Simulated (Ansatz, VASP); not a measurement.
Two plane-wave programs on HfO2

```
Hf O
1.0
     0.00000    2.52918    2.52918
     2.65969    0.00000    2.52918
     2.65969    2.52918    0.00000
Hf O
1 2
Cartesian
  0.0000 0.0000 0.0000
  1.3298 1.2646 1.2646
  3.9895 3.7938 3.7938
```

Change from the starting cell: uniaxial_x strain +5.2%.

Alike in both runs: task single point; functional PBE; k mesh 8 × 8 × 8; occupations fermi-dirac, width 0.02 eV; no spin polarisation.

|  | VASP | Ansatz |
| --- | --- | --- |
| version | VASP 6.6.1 | Ansatz 0.2.0 |
| potentials or method | VASP PAW PBE potentials, release 64 (Hf_pv, O) | plane waves, PAW |
| plane-wave cutoff (eV) | 520 | 420 |
| valence electrons in the cell | 22 | 38 |

VASP gave:

* gap on the k mesh at the Fermi level (eV): 3.20
* pressure (GPa): -9.6
* traceless stress, the component that is largest in VASP (GPa): -15.00

**Question.** Estimate Ansatz's values.

**Answer.** gap on the k mesh at the Fermi level (eV): 3.21; pressure (GPa): -6.2; traceless stress, the component that is largest in VASP (GPa): -14.76.

With one functional, cell and mesh, what is left measures potentials, basis and numerics. VASP's potentials hold 22 valence electrons a cell and Ansatz's 38, so a difference there can come from the potentials and not from the codes.

Spin-orbit coupling is off throughout.
